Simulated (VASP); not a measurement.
# TaC2 (P6/mmm) in VASP: further runs, part 2 of 2

VASP 6.6.1. Earlier steps stand in the parts before.

## (4) Relaxation of cell and atoms, PBE

This run uses another cell than the first one, of 12.20 Å³/atom, 1.326 times its volume.

Contents of INCAR:

```
SYSTEM = TaC2
PREC = Accurate ; ENCUT = 600
EDIFF = 1E-7 ; ISMEAR = 0
SIGMA = 0.1 ; LREAL = .False.
LASPH = .True. ; NELM = 80
ALGO = Normal ; ISIF = 3
LWAVE = .False. ; LCHARG = .False.
GGA = PE ; IBRION = 2
NSW = 90 ; EDIFFG = -0.04
```

Contents of KPOINTS:

```
Automatic mesh
0
Gamma
  6 6 6
  0 0 0
```

Contents of POSCAR:

```
TaC2
1.0
    3.4103948600      0.0000000000      0.0000000000
   -1.7051974300      2.9534885800      0.0000000000
    0.0000000000      0.0000000000      3.6346621100
Ta C
1 2
Direct
    0.0000000000      0.0000000000      0.0000000000
    0.3333333300      0.6666666700      0.5000000000
    0.6666666700      0.3333333300      0.5000000000
```

Started as:

```
$ cat potpaw_PBE.64/Ta_pv/POTCAR potpaw_PBE.64/C/POTCAR > POTCAR
$ mpirun -np 1 vasp_std > vasp.out
```

Run time: 2.4 min. Hardware: 1 thread of Intel Xeon Platinum 8175M at 2.50GHz (Skylake/Cascade Lake), shared host; peak memory 0.18 GiB.

Results (log left out):

| Property | Result |
| --- | --- |
| Free energy | -26.0987 eV |
| Relaxed volume | 9.21 Å³/atom |
| Relaxed cell | a = 3.248 Å, b = 3.248 Å, c = 3.026 Å, α = 90.00°, β = 90.00°, γ = 120.00° |
| Space group after relaxing (to 0.05 Å) | P6/mmm (No. 191) |
| Energy gained by relaxing | 623.7 meV/atom |
| Ionic steps | 11 |
| Pressure after relaxing | 0.0 GPa |

Stress tensor (GPa, compression positive):
```
-0.06  0.00  0.00
 0.00 -0.06  0.00
 0.00  0.00  0.08
```

Step by step:
| step | energy change (eV) | largest force (eV/Å) | pressure (GPa) | volume (Å³) |
| --- | --- | --- | --- | --- |
| 1 | 0.0000 | 0.0000 | -41.53 | 36.61 |
| 2 | -0.5567 | 0.0000 | 92.19 | 22.19 |
| 3 | -1.7857 | 0.0000 | 0.11 | 27.39 |
| 4 | -1.7875 | 0.0000 | 1.93 | 27.23 |
| 5 | -1.7873 | 0.0000 | 3.84 | 27.06 |
| 6 | -1.8579 | 0.0000 | 3.28 | 27.26 |
| 7 | -1.8632 | 0.0000 | 3.19 | 27.37 |
| 8 | -1.8679 | 0.0000 | 3.22 | 27.33 |
| 9 | -1.8679 | 0.0000 | 3.20 | 27.33 |
| 10 | -1.8653 | 0.0000 | -4.10 | 28.07 |
| 11 | -1.8710 | 0.0000 | -0.01 | 27.64 |

Final structure:
```yaml
crystal:
  lattice:
    - [3.24758, 0.00000, 0.00000]
    - [-1.62379, 2.81249, 0.00000]
    - [0.00000, 0.00000, 3.02628]
  atoms:
    - { symbol: Ta, position: [0.00000, 0.00000, 0.00000] }
    - { symbol: C, position: [0.33333, 0.66667, 0.50000] }
    - { symbol: C, position: [0.66667, 0.33333, 0.50000] }
```

Levels at points of the mesh, in eV from the Fermi level:
| k point | band 6 | band 7 | band 8 | band 9 | band 10 | band 11 | band 12 | band 13 |
| --- | --- | --- | --- | --- | --- | --- | --- | --- |
| (0.00, 0.00, 0.00) | -6.96 | -4.36 | -4.19 | -3.94 | 1.08 | 1.08 | 1.80 | 1.80 |
| (0.50, 0.00, 0.00) | -6.81 | -5.80 | -5.37 | -0.42 | 1.01 | 1.18 | 1.49 | 2.74 |
| (0.00, 0.00, 0.50) | -5.01 | -5.01 | -3.67 | -3.67 | -2.64 | -1.35 | -1.35 | 0.15 |
| (0.50, 0.00, 0.50) | -8.45 | -7.19 | -5.69 | -1.07 | 2.62 | 3.64 | 4.52 | 4.64 |

Caveat: the volume moved by over 15 % at a fixed basis, so the end points are rough; spin-orbit coupling is left out, which moves the levels of the heavy elements.

## (5) Single point, PBE

Contents of INCAR:

```
SYSTEM = TaC2
PREC = Accurate
ENCUT = 520
EDIFF = 1E-6
ISMEAR = 0
SIGMA = 0.1
LREAL = .False.
LASPH = .True.
NELM = 60
ALGO = Normal
ISIF = 2
LWAVE = .False.
LCHARG = .False.
GGA = PE
NBANDS = 16
```

Contents of KPOINTS:

```
Automatic mesh
0
Gamma
  18 18 16
  0 0 0
```

Contents of POSCAR:

```
TaC2
1.0
    3.2391701859      0.0000000000      0.0000000000
   -1.6195850930      2.8052036682      0.0000000000
    0.0000000000      0.0000000000      3.0411011429
Ta C
1 2
Direct
    0.0000000000      0.0000000000      0.0000000000
    0.3333333333      0.6666666667      0.5000000000
    0.6666666667      0.3333333333      0.5000000000
```

Potentials or basis: VASP PAW PBE potentials, release 64 (Ta_pv, C).

Started as:

```
$ cat potpaw_PBE.64/Ta_pv/POTCAR potpaw_PBE.64/C/POTCAR > POTCAR
$ mpirun -np 1 vasp_std > vasp.out
```

OUTCAR:

```text
SYSTEM = TaC2
   PREC = Accurate
   ENCUT = 520
   EDIFF = 1E-6
   ISMEAR = 0
   LREAL = .False.
   LASPH = .True.
   NELM = 60
   ISIF = 2
   GGA = PE

 ion  position               nearest neighbor table
   1  0.000  0.000  0.000-   2 2.41   3 2.41   2 2.41   3 2.41   3 2.41   3 2.41   2 2.41   2 2.41
                             3 2.41   3 2.41   2 2.41   2 2.41
   2  0.333  0.667  0.500-   3 1.87   3 1.87   3 1.87   1 2.41   1 2.41   1 2.41   1 2.41   1 2.41
                             1 2.41
   3  0.667  0.333  0.500-   2 1.87   2 1.87   2 1.87   1 2.41   1 2.41   1 2.41   1 2.41   1 2.41
                             1 2.41

  LATTYP: Found a hexagonal cell.
[... 648 lines left out ...]
 [... further k-points ...]
[... 5 lines left out ...]
  --------------------------------------------------------------------------------------
  -------------------------------------------------------------------------------------
  Total        0.1095163      0.1095163      0.1504341     -0.0000000     -0.0000000      0.0000000
  in kB        6.3498047      6.3498047      8.7222336     -0.0000000     -0.0000000      0.0000000
  external PRESSURE =       7.1406143 kB  Pullay stress =       0.0000000 kB

 VOLUME and BASIS-vectors are now :
 -----------------------------------------------------------------------------
  energy-cutoff  :      520.00
  volume of cell :       27.63
      direct lattice vectors                 reciprocal lattice vectors
     3.239170186  0.000000000  0.000000000     0.308721044  0.178240178  0.000000000
    -1.619585093  2.805203668  0.000000000     0.000000000  0.356480355  0.000000000
     0.000000000  0.000000000  3.041101143     0.000000000  0.000000000  0.328828261

 POSITION                                       TOTAL-FORCE (eV/Angst)
 -----------------------------------------------------------------------------------
      0.00000      0.00000      0.00000         0.000000      0.000000      0.000000
     -0.00000      1.87014      1.52055         0.000000      0.000000      0.000000
      1.61959      0.93507      1.52055        -0.000000     -0.000000      0.000000
 -----------------------------------------------------------------------------------
    total drift:                               -0.000000      0.000000      0.000000

  FREE ENERGIE OF THE ION-ELECTRON SYSTEM (eV)
  ---------------------------------------------------
  free  energy   TOTEN  =       -26.0582799832 eV

  energy  without entropy=      -26.0501977278  energy(sigma->0) =      -26.05423886
```

Wall time 70 s (1 thread of Intel Xeon Platinum 8175M at 2.50GHz (Skylake/Cascade Lake), shared host); peak memory 0.25 GiB.

What came out:

```yaml
Free_energy: -26.0583 eV
Pressure: 0.7 GPa
```

Stress tensor (GPa, compression positive):
```
0.63 0.00 0.00
0.00 0.63 0.00
0.00 0.00 0.87
```

Caveat: spin-orbit coupling is left out, which moves the levels of the heavy elements.

## (6) Relaxation of cell and atoms, PBE

Contents of INCAR:

```
SYSTEM = TaC2
PREC = Accurate
ENCUT = 600
EDIFF = 1E-6
ISMEAR = 0
SIGMA = 0.1
LREAL = .False.
LASPH = .True.
NELM = 100
ALGO = Normal
ISIF = 3
LWAVE = .False.
LCHARG = .False.
GGA = PE
IBRION = 2
NSW = 100
EDIFFG = -0.01
```

KPOINTS is that of step 5.

Contents of POSCAR:

```
TaC2
1.0
    3.2473620836      0.0000000000      0.0000000000
   -1.6236810418      2.8122980597      0.0000000000
    0.0000000000      0.0000000000      3.0243233356
Ta C
1 2
Direct
    0.0000000000      0.0000000000      0.0000000000
    0.3333333333      0.6666666667      0.5000000000
    0.6666666667      0.3333333333      0.5000000000
```

Potentials or basis: VASP PAW PBE potentials, release 64 (Ta_pv, C).

Started as:

```
$ cat potpaw_PBE.64/Ta_pv/POTCAR potpaw_PBE.64/C/POTCAR > POTCAR
$ mpirun -np 1 vasp_std > vasp.out
```

OUTCAR:

```text
SYSTEM = TaC2
   PREC = Accurate
   ENCUT = 600
   EDIFF = 1E-6
   ISMEAR = 0
   LREAL = .False.
   LASPH = .True.
   NELM = 100
   ISIF = 3
   GGA = PE
   IBRION = 2
   NSW = 100
   EDIFFG = -0.01

 ion  position               nearest neighbor table
   1  0.000  0.000  0.000-   2 2.41   3 2.41   2 2.41   3 2.41   3 2.41   3 2.41   2 2.41   2 2.41
                             3 2.41   3 2.41   2 2.41   2 2.41
   2  0.333  0.667  0.500-   3 1.87   3 1.87   3 1.87   1 2.41   1 2.41   1 2.41   1 2.41   1 2.41
                             1 2.41
   3  0.667  0.333  0.500-   2 1.87   2 1.87   2 1.87   1 2.41   1 2.41   1 2.41   1 2.41   1 2.41
                             1 2.41

  LATTYP: Found a hexagonal cell.
 ALAT       =     3.2473620836
 C/A-ratio  =     0.9313169452

  Lattice vectors:

 A1 = (   3.2473620836,   0.0000000000,   0.0000000000)
 A2 = (  -1.6236810418,   2.8122980597,   0.0000000000)
 A3 = (   0.0000000000,   0.0000000000,   3.0243233356)

Analysis of symmetry for initial positions (statically):
=====================================================================
 Subroutine PRICEL returns:
 Original cell was already a primitive cell.

 Routine SETGRP: Setting up the symmetry group for a
 hexagonal supercell.

 Subroutine GETGRP returns: Found 24 space group operations
 (whereof 24 operations were pure point group operations)
 out of a pool of 24 trial point group operations.

The static configuration has the point symmetry D_6h.

Analysis of symmetry for dynamics (positions and initial velocities):
=====================================================================
 Subroutine PRICEL returns:
 Original cell was already a primitive cell.

 Routine SETGRP: Setting up the symmetry group for a
 hexagonal supercell.

 Subroutine GETGRP returns: Found 24 space group operations
 (whereof 24 operations were pure point group operations)
 out of a pool of 24 trial point group operations.

The dynamic configuration has the point symmetry D_6h.

[... 136 lines left out ...]
 maximum number of plane-waves:       948
 NGX is ok and might be reduce to    28
   NGX = 13   NGY = 13   NGZ = 13

--------------------------------------- Ionic step        1  -------------------------------------------

 number of electron      19.0000000 magnetization

 Free energy of the ion-electron system (eV)
  ---------------------------------------------------
  ext. energy  EPLUGINS =         0.00000000
  ---------------------------------------------------
  free energy    TOTEN  =       -26.05881270 eV

  energy without entropy =      -26.05071699  energy(sigma->0) =      -26.05476484

------------------------ aborting loop because EDIFF is reached ----------------------------------------

  FORCE on cell =-STRESS in cart. coord.  units (eV):
  Direction    XX          YY          ZZ          XY          YZ          ZX
  --------------------------------------------------------------------------------------
  -------------------------------------------------------------------------------------
  Total        0.0012440      0.0012440      0.5658490      0.0000000      0.0000000      0.0000000
  in kB        0.0721634      0.0721634     32.8239511      0.0000000      0.0000000      0.0000000
  external PRESSURE =      10.9894260 kB  Pullay stress =       0.0000000 kB
[... 98 lines left out ...]
--------------------------------------- Ionic step        4  -------------------------------------------

 number of electron      19.0000000 magnetization

 Free energy of the ion-electron system (eV)
  ---------------------------------------------------
  ext. energy  EPLUGINS =         0.00000000
  ---------------------------------------------------
  free energy    TOTEN  =       -26.06059982 eV

  energy without entropy =      -26.05255038  energy(sigma->0) =      -26.05657510

 E-fermi :   9.5772     XC(G=0): -13.4034

 val. band max:        9.5744285048   @ k =   0.1667   0.0556   0.2500
 cond. band min:       9.5774180229   @ k =   0.2778   0.1111   0.1875
 fundamental gap:      0.0029895181
 Fermi energy:         9.5771947376

 k-point     1 :       0.0000    0.0000    0.0000
  band No.  band energies     occupation
      1     -26.2088      2.00000
      2     -26.2088      2.00000
      3     -26.1461      2.00000
      4      -8.4866      2.00000
      5       2.6373      2.00000
      6       2.6373      2.00000
      7       5.1510      2.00000
      8       5.2895      2.00000
      9       5.7251      2.00000
     10      10.6711      0.00000
     11      10.6711      0.00000
     12      11.2855      0.00000
     13      11.2855      0.00000
[... 354 lines left out ...]
  band No.  band energies     occupation
      1     -26.6075      2.00000
      2     -26.3364      2.00000
      3     -26.0859      2.00000
      4      -5.0085      2.00000
      5      -3.4576      2.00000
      6       1.4766      2.00000
      7       4.2530      2.00000
      8       5.1474      2.00000
      9       7.9783      2.00000
     10       9.8819      0.00002
     11      11.0150      0.00000
     12      11.9234      0.00000
     13      12.5150      0.00000

 [... further k-points ...]
[... 5 lines left out ...]
  --------------------------------------------------------------------------------------
  -------------------------------------------------------------------------------------
  Total        0.0293324      0.0293324      0.0031157      0.0000000     -0.0000000      0.0000000
  in kB        1.6980626      1.6980626      0.1803700      0.0000000     -0.0000000      0.0000000
  external PRESSURE =       1.1921651 kB  Pullay stress =       0.0000000 kB
[... 18 lines left out ...]
  FREE ENERGIE OF THE ION-ELECTRON SYSTEM (eV)
  ---------------------------------------------------
  free  energy   TOTEN  =       -26.0605998183 eV

  energy  without entropy=      -26.0525503756  energy(sigma->0) =      -26.05657510

 reached required accuracy - stopping structural energy minimisation
```

OSZICAR:

```text
N       E                     dE             d eps       ncg     rms          rms(c)
DAV:   1     0.117115609687E+03    0.11712E+03   -0.11160E+04  8658   0.160E+03
[... 30 lines left out ...]
       N       E                     dE             d eps       ncg     rms          rms(c)
DAV:   1    -0.260617075534E+02   -0.13959E-02   -0.64530E-02  8888   0.271E+00    0.287E-01
DAV:   2    -0.260608481566E+02    0.85940E-03   -0.28975E-03 11068   0.504E-01    0.121E-01
DAV:   3    -0.260606314555E+02    0.21670E-03   -0.40676E-04 10962   0.152E-01    0.443E-02
DAV:   4    -0.260605985569E+02    0.32899E-04   -0.10132E-04 11213   0.989E-02    0.208E-02
DAV:   5    -0.260605999143E+02   -0.13573E-05   -0.64161E-06 10534   0.220E-02    0.289E-03
DAV:   6    -0.260605998183E+02    0.95956E-07   -0.70757E-07  5469   0.620E-03
   4 F= -.26060600E+02 E0= -.26056575E+02  d E =-.288124E-03
```

CONTCAR:

```text
TaC2
   1.00000000000000
     3.2400166087164721    0.0000000000000000    0.0000000000000000
    -1.6200083043582361    2.8059366918478954    0.0000000000000000
     0.0000000000000000    0.0000000000000000    3.0442423201888089
  Ta              C
     1     2
Direct
     1.0000000000000000    0.0000000000000000    1.0000000000000000
     0.3333333332999970    0.6666666667000030    0.5000000000000000
     0.6666666667000030    0.3333333332999970    0.5000000000000000

  0.00000000E+00  0.00000000E+00  0.00000000E+00
  0.00000000E+00  0.00000000E+00  0.00000000E+00
  0.00000000E+00  0.00000000E+00  0.00000000E+00
```

Wall time 4.1 min (1 thread of Intel Xeon Platinum 8259CL at 2.50GHz (Skylake/Cascade Lake), shared host); peak memory 0.29 GiB.

Results:

```yaml
Free_energy: -26.0606 eV
Relaxed_volume: 9.23 Å³/atom
Relaxed_cell: a = 3.240 Å, b = 3.240 Å, c = 3.044 Å, α = 90.00°, β = 90.00°, γ = 120.00°
Space_group_after_relaxing_to_0.05_Å: P6/mmm (No. 191)
Energy_gained_by_relaxing: 0.6 meV/atom
Ionic_steps: 4
Pressure_after_relaxing: 0.1 GPa
```

Stress tensor (GPa, compression positive):
```
0.17 0.00 0.00
0.00 0.17 0.00
0.00 0.00 0.02
```

The path:
```csv
step,energy change (eV),largest force (eV/Å),pressure (GPa),volume (Å³)
1,0.0000,0.0000,1.10,27.62
2,-0.0008,0.0000,-1.76,27.87
3,-0.0015,0.0000,-0.59,27.77
4,-0.0018,0.0000,0.12,27.68
```

Final structure:
```yaml
crystal:
  lattice:
    - [3.24002, 0.00000, 0.00000]
    - [-1.62001, 2.80594, 0.00000]
    - [0.00000, 0.00000, 3.04424]
  atoms:
    - { symbol: Ta, position: [0.00000, 0.00000, 0.00000] }
    - { symbol: C, position: [0.33333, 0.66667, 0.50000] }
    - { symbol: C, position: [0.66667, 0.33333, 0.50000] }
```

Caveat: spin-orbit coupling is left out, which moves the levels of the heavy elements.

## (7) The runs side by side

```tsv
task	cell	k mesh	cutoff (eV)	gap on the mesh (eV)	pressure (GPa)	relaxed volume (Å³/atom)
single point	a = 3.247, b = 3.247, c = 3.024 Å, angles 90.0, 90.0, 120.0°, 3 atoms	6 × 6 × 6	520	none	0.4	-
single point	a = 3.410, b = 3.410, c = 3.635 Å, angles 90.0, 90.0, 120.0°, 3 atoms	6 × 6 × 6	520	none	-41.5	-
relaxation of cell and atoms	relaxed from a = 3.410, b = 3.410, c = 3.635 Å, angles 90.0, 90.0, 120.0°, 3 atoms	6 × 6 × 6	600	none	0.0	9.21
single point	a = 3.239, b = 3.239, c = 3.041 Å, angles 90.0, 90.0, 120.0°, 3 atoms	18 × 18 × 16	520	none	0.7	-
relaxation of cell and atoms	relaxed from a = 3.247, b = 3.247, c = 3.024 Å, angles 90.0, 90.0, 120.0°, 3 atoms	18 × 18 × 16	600	none	0.1	9.23
```

Alike in all rows: level PBE; potentials or basis VASP PAW PBE potentials, release 64 (Ta_pv, C); no spin polarisation; smearing gaussian 0.1 eV.

Caveats: some runs use coarse meshes; spin-orbit coupling is left out, which moves the levels of the heavy elements; the volume moved by over 15 % at a fixed basis, so the end points are rough (some runs).

Absolute energies hang on the potentials; compare differences alone.
